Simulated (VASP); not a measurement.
A run of VASP 6.6.1:

Contents of INCAR:

```
PREC = Accurate
ENCUT = 520
EDIFF = 1E-7
ISMEAR = 0
SIGMA = 0.1
LREAL = False
LASPH = True
NELM = 60
ALGO = Normal
ISIF = 2
LWAVE = False
LCHARG = True
LDIPOL = True
IDIPOL = 3
DIPOL = 0.5 0.5 0.500
GGA = PE
IVDW = 12
LELF = True
LVHAR = True
LVACPOTAV = True
NBANDS = 21
```

KPOINTS

```
Automatic mesh
0
Gamma
  15 15 1
```

Contents of POSCAR:

```
C
1.0
    2.4649796689      0.0000000000      0.0000000000
   -1.2324898345      2.1347350131      0.0000000000
    0.0000000000      0.0000000000     21.7384333923
C
6
Direct
    0.0000000000      0.0000000000      0.3450110732
    0.3333333333      0.6666666667      0.3450110624
    0.0000000000      0.0000000000      0.5000000054
    0.6666666667      0.3333333333      0.4999999946
    0.0000000000      0.0000000000      0.6549889376
    0.3333333333      0.6666666667      0.6549889268
```

Potentials or basis: VASP PAW PBE potentials, release 64 (C).

Launch:

```bash
$ cat potpaw_PBE.64/C/POTCAR > POTCAR
$ mpirun -np 1 vasp_std > vasp.out
```

Hardware: 1 thread of Intel(R) Xeon(R) Platinum 8559C (Emerald Rapids), with other jobs on the host.

**Question.** How long does it take, and how much memory?

**Answer.** Run time: 67 s on 1 thread of Intel(R) Xeon(R) Platinum 8559C (Emerald Rapids), with other jobs on the host, peak memory 0.23 GiB. Counts: scf iterations 22, k points 27.
